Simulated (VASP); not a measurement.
# BN: single point with r2SCAN

The system is BN.

```
B N
1.0
     0.00000    1.77686    1.77686
     1.77686    0.00000    1.77686
     1.77686    1.77686    0.00000
B N
1 1
Direct
  0.00000 0.00000 0.00000
  0.25000 0.25000 0.25000
```

```
Program                : VASP 6.6.1
Task                   : single point
Functional             : r2SCAN
Potentials or basis    : VASP PAW PBE potentials, release 64 (B_h, N_h)
Cutoff                 : 1460 eV
k mesh                 : 10 × 10 × 10
Occupations            : gaussian, width 0.01 eV
Spin                   : no spin polarisation
Dipole correction      : no
Further INCAR settings : ALGO = Normal; EDIFF = 1e-06; NBANDS = 11
```

```
Pressure               : 19.5 GPa
Band gap on the k mesh : 5.06 eV (least direct gap 9.81 eV)
```

Levels at points of the mesh, in eV from the valence-band top:
| k point | band 2 | band 3 | band 4 | band 5 | band 6 | band 7 |
| --- | --- | --- | --- | --- | --- | --- |
| (0.00, 0.00, 0.00) | 0.00 | 0.00 | 0.00 | 9.81 | 9.81 | 9.81 |
| (0.50, 0.00, 0.00) | -11.56 | -2.11 | -2.11 | 11.50 | 11.78 | 11.78 |
| (0.50, 0.50, 0.00) | -9.66 | -5.35 | -5.35 | 5.06 | 10.12 | 20.13 |

Wall time 2.1 min on 1 thread of AMD EPYC 7R43 64-Core Processor (Zen 3), with other jobs on the host, peak memory 0.16 GiB.

Caveat: the cell stands under pressure; the PAW data sets were made with another functional, which shifts forces and pressure a little. r2SCAN opens gaps a little over a GGA but as a rule still falls short of measured ones.
